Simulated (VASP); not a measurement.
A run of VASP 6.6.1 is set up as follows.

File INCAR:

```
PREC = Accurate ; ENCUT = 500
EDIFF = 1E-7 ; ISMEAR = 0
SIGMA = 0.2 ; LREAL = F
LASPH = T ; NELM = 120
ALGO = Normal ; ISIF = 3
LWAVE = F ; LCHARG = F
GGA = PE ; IBRION = 2
NSW = 36 ; EDIFFG = -0.08
GGA_COMPAT = F ; NELMIN = 4
```

The input KPOINTS:

```
regular mesh
0
Gamma
  4 4 3
```

POSCAR

```
Zn2B3
1.0
    5.2838114300      0.0000000000      0.0000000000
   -2.6419057200      4.5759149300      0.0000000000
    0.0000000000      0.0000000000      5.1479689300
Zn B
4 6
Direct
    0.3333333300      0.6666666700      0.5000000000
    0.6666666700      0.3333333300      0.5000000000
    0.0000000000      0.0000000000      0.6887308800
    0.0000000000      0.0000000000      0.3112691200
    0.5000000000      0.0000000000      0.0000000000
    0.0000000000      0.5000000000      0.0000000000
    0.5000000000      0.5000000000      0.0000000000
    0.5000000000      0.0000000000      0.5000000000
    0.0000000000      0.5000000000      0.5000000000
    0.5000000000      0.5000000000      0.5000000000
```

Potentials or basis: VASP PAW PBE potentials, release 64 (Zn, B).

Command:

```sh
$ cat potpaw_PBE.64/Zn/POTCAR potpaw_PBE.64/B/POTCAR > POTCAR
$ mpirun -np 1 vasp_std > vasp.out
```

(1) Predict the relaxed cell.

(2) Estimate the relaxed volume.

(3) Predict the band gap on the k mesh.

Answers

(1) a = 7.176 Å, b = 7.176 Å, c = 3.651 Å, α = 90.00°, β = 90.00°, γ = 120.00°.

(2) 16.28 Å³/atom.

(3) zero (bands 33 and 34 overlap by 0.30 eV).

Caveat: the k points lie up to 0.57 Å⁻¹ apart in the final cell; the volume moved by over 15 % at a fixed basis, so the end points are rough.
